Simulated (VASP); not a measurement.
A run of VASP 6.6.1 is set up as follows.

The input INCAR:

```
PREC = Accurate ; ENCUT = 600
EDIFF = 1E-6 ; ISMEAR = -1
SIGMA = 0.2 ; LREAL = F
LASPH = T ; NELM = 120
ALGO = Normal ; ISIF = 2
LWAVE = F ; LCHARG = F
GGA = B5 ; ALDAX = 1.0
AGGAX = 1.0 ; AGGAC = 1.0
ALDAC = 0.0 ; NBANDS = 22
GGA_COMPAT = F
```

The input KPOINTS:

```
Automatic mesh
0
Gamma
  9 9 9
  0.5 0.5 0.5
```

POSCAR

```
TaRu
1.0
    3.1870000000      0.0000000000      0.0000000000
    0.0000000000      3.1870000000      0.0000000000
    0.0000000000      0.0000000000      3.1870000000
Ta Ru
1 1
Direct
    0.5000000000      0.5000000000      0.5000000000
    0.0000000000      0.0000000000      0.0000000000
```

Potentials or basis: VASP PAW PBE potentials, release 64 (Ta_sv_GW, Ru_sv).

Launch:

```sh
$ cat potpaw_PBE.64/Ta_sv_GW/POTCAR potpaw_PBE.64/Ru_sv/POTCAR > POTCAR
$ mpirun -np 1 vasp_std > vasp.out
```

What does it give for the pressure?

7.3 GPa.

Caveat: the PAW data sets were made with another functional, which shifts forces and pressure a little.
